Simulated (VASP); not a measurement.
# SrO (F-43m) in VASP: further runs

Runs on SrO. Level: PBE. Tasks: single point, relaxation of cell and atoms.

Everything below comes from runs of VASP 6.6.1. Logs are shortened: lines on timing, memory, paths and dates and some standing lists are left out, and cuts for length are marked.

### 1 The cell of the first run

The structure is cubic, space group F-43m (No. 216). Conventional cell: a = 5.614 Å, b = 5.614 Å, c = 5.614 Å, α = 90.00°, β = 90.00°, γ = 90.00°. Sr (site symmetry -43m) has 4 O at 2.43 Å within 3.2 Å. Within 3.2 Å of O (site symmetry -43m) lie 4 Sr at 2.43 Å.

### 2 Single point, PBE

Input file INCAR:

```
PREC = Accurate
ENCUT = 520
EDIFF = 1E-6
ISMEAR = 0
SIGMA = 0.02
LREAL = False
LASPH = True
NELM = 100
ALGO = Normal
ISIF = 2
LWAVE = False
LCHARG = False
GGA = PE
NBANDS = 15
```

Input file KPOINTS:

```
Automatic mesh
0
Gamma
  8 8 8
```

Input file POSCAR:

```
SrO
1.0
    0.0000000000      2.8068086803      2.8068086803
    2.8068086803      0.0000000000      2.8068086803
    2.8068086803      2.8068086803      0.0000000000
Sr O
1 1
Direct
    0.5000000000      0.5000000000      0.5000000000
    0.2500000000      0.2500000000      0.2500000000
```

Potentials or basis: VASP PAW PBE potentials, release 64 (Sr_sv, O).

Command:

```
> cat potpaw_PBE.64/Sr_sv/POTCAR potpaw_PBE.64/O/POTCAR > POTCAR
> mpirun -np 1 vasp_std > vasp.out
```

OUTCAR:

```text
PREC = Accurate
   ENCUT = 520
   EDIFF = 1E-6
   ISMEAR = 0
   LREAL = False
   LASPH = True
   NELM = 100
   ISIF = 2
   GGA = PE

 ion  position               nearest neighbor table
   1  0.500  0.500  0.500-   2 2.43   2 2.43   2 2.43   2 2.43
   2  0.250  0.250  0.250-   1 2.43   1 2.43   1 2.43   1 2.43

  LATTYP: Found a face centered cubic cell.
 ALAT       =     5.6136173606

  Lattice vectors:

 A1 = (   0.0000000000,   2.8068086803,   2.8068086803)
 A2 = (   2.8068086803,   0.0000000000,   2.8068086803)
 A3 = (   2.8068086803,   2.8068086803,   0.0000000000)

Analysis of symmetry for initial positions (statically):
=====================================================================
 Subroutine PRICEL returns:
 Original cell was already a primitive cell.

 Routine SETGRP: Setting up the symmetry group for a
 face centered cubic supercell.

 Subroutine GETGRP returns: Found 24 space group operations
 (whereof 24 operations were pure point group operations)
 out of a pool of 48 trial point group operations.

The static configuration has the point symmetry T_d .

Analysis of symmetry for dynamics (positions and initial velocities):
=====================================================================
 Subroutine PRICEL returns:
 Original cell was already a primitive cell.

 Routine SETGRP: Setting up the symmetry group for a
 face centered cubic supercell.

 Subroutine GETGRP returns: Found 24 space group operations
 (whereof 24 operations were pure point group operations)
 out of a pool of 48 trial point group operations.

The dynamic configuration has the point symmetry T_d .

 Subroutine INISYM returns: Found 24 space group operations
 (whereof 24 operations are pure point group operations),
 and found     1 'primitive' translations

----------------------------------------------------------------------------------------

                                     Primitive cell

  volume of cell :      44.2251

  direct lattice vectors                    reciprocal lattice vectors
     0.000000000  2.806808680  2.806808680    -0.178138255  0.178138255  0.178138255
     2.806808680  0.000000000  2.806808680     0.178138255 -0.178138255  0.178138255
     2.806808680  2.806808680  0.000000000     0.178138255  0.178138255 -0.178138255

  length of vectors
     3.969426903  3.969426903  3.969426903     0.308544508  0.308544508  0.308544508

  position of ions in fractional coordinates (direct lattice)
     0.500000000  0.500000000  0.500000000
     0.250000000  0.250000000  0.250000000

  ion indices of the primitive-cell ions
   primitive index   ion index
                 1           1
                 2           2

----------------------------------------------------------------------------------------

 KPOINTS: Automatic mesh

Automatic generation of k-mesh.
 Grid dimensions read from file:
 generate k-points for:    8    8    8

 Generating k-lattice:

  Cartesian coordinates                     Fractional coordinates (reciprocal lattice)
    -0.022267282  0.022267282  0.022267282     0.125000000  0.000000000  0.000000000
     0.022267282 -0.022267282  0.022267282     0.000000000  0.125000000  0.000000000
     0.022267282  0.022267282 -0.022267282     0.000000000  0.000000000  0.125000000

  Length of vectors
     0.038568064  0.038568064  0.038568064

  Shift w.r.t. Gamma in fractional coordinates (k-lattice)
     0.000000000  0.000000000  0.000000000

 Subroutine IBZKPT returns following result:
 ===========================================

 Found     29 irreducible k-points:

 Following reciprocal coordinates:
            Coordinates               Weight
  0.000000  0.000000  0.000000      1.000000
  0.125000  0.000000  0.000000      8.000000
  0.250000  0.000000  0.000000      8.000000
  0.375000  0.000000  0.000000      8.000000
  0.500000  0.000000  0.000000      4.000000
  0.125000  0.125000  0.000000      6.000000
[... 16 lines left out ...]
  0.500000  0.250000  0.125000     48.000000
 -0.375000  0.250000  0.125000     24.000000
 [... further k-points ...]
   k-points           NKPTS =     29   k-points in BZ     NKDIM =     29   number of bands    NBANDS=     15
   number of dos      NEDOS =    301   number of ions     NIONS =      2
   total plane-waves  NPLWV =  27000
   dimension x,y,z NGX =    30 NGY =   30 NGZ =   30
   dimension x,y,z NGXF=    60 NGYF=   60 NGZF=   60
   ions per type =               1   1
   NGX,Y,Z   is equivalent  to a cutoff of  12.56, 12.56, 12.56 a.u.
   NGXF,Y,Z  is equivalent  to a cutoff of  25.13, 25.13, 25.13 a.u.
 SYSTEM =  unknown system
   PREC   = accura    normal or accurate (medium, high low for compatibility)
   ISTART =      0    job   : 0-new  1-cont  2-samecut
   ICHARG =      2    charge: 1-file 2-atom 10-const
   ISPIN  =      1    spin polarized calculation?
   LNONCOLLINEAR =      F non collinear calculations
   LSORBIT =      F    spin-orbit coupling
   LASPH  =      T    aspherical Exc in radial PAW
   ENCUT  =  520.0 eV  38.22 Ry    6.18 a.u.   7.38  7.38  7.38*2*pi/ulx,y,z
   NELM   =    100;   NELMIN=  2; NELMDL= -5     # of ELM steps
   EDIFF  = 0.1E-05   stopping-criterion for ELM
   LREAL  =      F    real-space projection
   EDIFFG = 0.1E-04   stopping-criterion for IOM
   NSW    =      0    number of steps for IOM
   IBRION =     -1    ionic relax: 0-MD 1-quasi-New 2-CG
   NFREE  =      0    steps in history (QN), initial steepest desc. (CG)
   ISIF   =      2    stress and relaxation
   ISYM   =      2    0-nonsym 1-usesym 2-fastsym
   POTIM  = 0.5000    time-step for ionic-motion
   TEBEG  =    0.0;   TEEND  =   0.0 temperature during run
   PSTRESS=    0.0 pullay stress
   NELECT =      16.0000    total number of electrons
   NUPDOWN=      -1.0000    fix difference up-down
   EMIN   =  10.00;   EMAX   =-10.00  energy-range for DOS
   EFERMI =   0.00;   METHOD = LEGACY
   ISMEAR =     0;   SIGMA  =   0.02  broadening in eV -4-tet -1-fermi 0-gaus
   EFERMI_NEDOS =   21; number of points for ismear=-14 and -15
   IALGO  =     38    algorithm
   IMIX   =      4    mixing-type and parameters
     AMIX     =   0.40;   BMIX     =  1.00
     AMIX_MAG =   1.60;   BMIX_MAG =  1.00
  volume/ion in A,a.u.               =      22.11       149.22
  Fermi-wavevector in a.u.,A,eV,Ry     =   1.166520  2.204402 18.514370  1.360768
  Thomas-Fermi vector in A             =   2.303032
   LORBIT       =      0    0 simple, 1 ext, 2 COOP (PROOUT), +10 PAW based schemes
   GGA     = PE    functional components
   LHFCALC =     F    Hartree Fock is set to
   AEXX    =    0.0000 exact exchange contribution
   IVDW    =     0    specifies the selected vdW correction
   LEPSILON=     F    determine dielectric tensor
   LRPA    =     F    only Hartree local field effects (RPA)
 non-spin polarized calculation
 Gauss-broadening in eV      SIGMA  =   0.02
  energy-cutoff  :      520.00
  volume of cell :       44.23
 maximum number of plane-waves:      1243
 NGX is ok and might be reduce to    30
   NGX = 15   NGY = 15   NGZ = 15

 number of electron      16.0000004 magnetization

 Free energy of the ion-electron system (eV)
  ---------------------------------------------------
  ext. energy  EPLUGINS =         0.00000000
  ---------------------------------------------------
  free energy    TOTEN  =       -11.76565146 eV

  energy without entropy =      -11.76565146  energy(sigma->0) =      -11.76565146

 E-fermi :   0.4454     XC(G=0):  -8.5600

 val. band max:        0.2250793165   @ k =  -0.2500   0.5000   0.2500
 cond. band min:       2.7087036936   @ k =   0.0000   0.0000   0.0000
 fundamental gap:      2.4836243771
 Fermi energy:         0.4453848233

 k-point     1 :       0.0000    0.0000    0.0000
  band No.  band energies     occupation
      1     -32.0428      2.00000
      2     -14.5285      2.00000
      3     -13.9369      2.00000
      4     -13.9369      2.00000
      5     -13.9369      2.00000
      6      -0.5897      2.00000
      7      -0.5897      2.00000
      8      -0.5897      2.00000
      9       2.7087      0.00000
     10       8.2108      0.00000
     11       8.2108      0.00000
     12       9.5127      0.00000
     13       9.5127      0.00000
     14       9.5127      0.00000
     15      15.2156      0.00000

 k-point     2 :       0.1250    0.0000    0.0000
  band No.  band energies     occupation
      1     -32.0346      2.00000
      2     -14.8891      2.00000
      3     -13.9491      2.00000
      4     -13.9491      2.00000
      5     -13.6075      2.00000
      6      -0.6922      2.00000
      7      -0.5388      2.00000
      8      -0.5388      2.00000
      9       3.2162      0.00000
     10       7.9066      0.00000
     11       7.9066      0.00000
     12       9.1782      0.00000
     13       9.8725      0.00000
     14       9.8725      0.00000
     15      13.7358      0.00000

 k-point     3 :       0.2500    0.0000    0.0000
  band No.  band energies     occupation
      1     -32.0148      2.00000
      2     -15.3665      2.00000
      3     -13.9783      2.00000
      4     -13.9783      2.00000
      5     -13.2130      2.00000
      6      -0.7429      2.00000
      7      -0.4242      2.00000
      8      -0.4242      2.00000
      9       4.2730      0.00000
     10       7.6227      0.00000
     11       7.6227      0.00000
     12       8.4963      0.00000
     13      10.2223      0.00000
     14      10.2223      0.00000
     15      12.2962      0.00000
[... 343 lines left out ...]
 k-point    23 :       0.5000    0.2500    0.1250
  band No.  band energies     occupation
      1     -31.9840      2.00000
      2     -15.7918      2.00000
      3     -14.1879      2.00000
      4     -14.0523      2.00000
      5     -12.7253      2.00000
      6      -0.6732      2.00000
      7      -0.2756      2.00000
      8      -0.1010      2.00000
      9       5.1885      0.00000
     10       6.3060      0.00000
     11       8.0927      0.00000
     12       8.9095      0.00000
     13      10.2800      0.00000
     14      10.8161      0.00000
     15      12.4278      0.00000

 k-point    24 :      -0.3750    0.2500    0.1250
  band No.  band energies     occupation
      1     -31.9773      2.00000
      2     -15.8692      2.00000
      3     -14.2210      2.00000
      4     -14.0687      2.00000
      5     -12.6488      2.00000
      6      -0.4590      2.00000
      7      -0.3794      2.00000
      8      -0.0434      2.00000
      9       5.1160      0.00000
     10       6.4017      0.00000
     11       7.9787      0.00000
     12       9.0763      0.00000
     13      10.1997      0.00000
     14      11.0097      0.00000
     15      12.4085      0.00000

 [... further k-points ...]
[... 5 lines left out ...]
  --------------------------------------------------------------------------------------
  -------------------------------------------------------------------------------------
  Total        0.1186074      0.1186074      0.1186074      0.0000000      0.0000000      0.0000000
  in kB        4.2968880      4.2968880      4.2968880      0.0000000      0.0000000      0.0000000
  external PRESSURE =       4.2968880 kB  Pullay stress =       0.0000000 kB

 VOLUME and BASIS-vectors are now :
 -----------------------------------------------------------------------------
  energy-cutoff  :      520.00
  volume of cell :       44.23
      direct lattice vectors                 reciprocal lattice vectors
     0.000000000  2.806808680  2.806808680    -0.178138255  0.178138255  0.178138255
     2.806808680  0.000000000  2.806808680     0.178138255 -0.178138255  0.178138255
     2.806808680  2.806808680  0.000000000     0.178138255  0.178138255 -0.178138255

 POSITION                                       TOTAL-FORCE (eV/Angst)
 -----------------------------------------------------------------------------------
      2.80681      2.80681      2.80681        -0.000000     -0.000000     -0.000000
      1.40340      1.40340      1.40340         0.000000      0.000000      0.000000
 -----------------------------------------------------------------------------------
    total drift:                               -0.000000     -0.000000      0.000000

  FREE ENERGIE OF THE ION-ELECTRON SYSTEM (eV)
  ---------------------------------------------------
  free  energy   TOTEN  =       -11.7656514589 eV

  energy  without entropy=      -11.7656514589  energy(sigma->0) =      -11.76565146
```

It took 12 s on 1 thread of Intel Xeon Platinum 8559C (Emerald Rapids), shared host; peak memory 0.17 GiB.

Results:

| Item | Value |
| --- | --- |
| Free energy | -11.7657 eV |
| Pressure | 0.4 GPa |
| Band gap on the k mesh | 2.48 eV, indirect (least direct gap 3.30 eV) |

Levels at points of the mesh, in eV from the valence-band top:
| k point | band 4 | band 5 | band 6 | band 7 | band 8 | band 9 | band 10 | band 11 | band 12 | band 13 |
| --- | --- | --- | --- | --- | --- | --- | --- | --- | --- | --- |
| (0.00, 0.00, 0.00) | -14.16 | -14.16 | -0.81 | -0.81 | -0.81 | 2.48 | 7.99 | 7.99 | 9.29 | 9.29 |
| (0.50, 0.00, 0.00) | -14.24 | -13.12 | -0.71 | -0.51 | -0.51 | 5.24 | 7.07 | 7.55 | 7.55 | 9.80 |
| (0.50, 0.50, 0.00) | -14.37 | -12.81 | -1.39 | -0.01 | -0.01 | 4.54 | 5.71 | 9.54 | 9.85 | 9.85 |

A k mesh can miss the band edges. A hybrid or GW would open this gap; PBE tends to underestimate it.

(Part 1 of 2 ends here.)
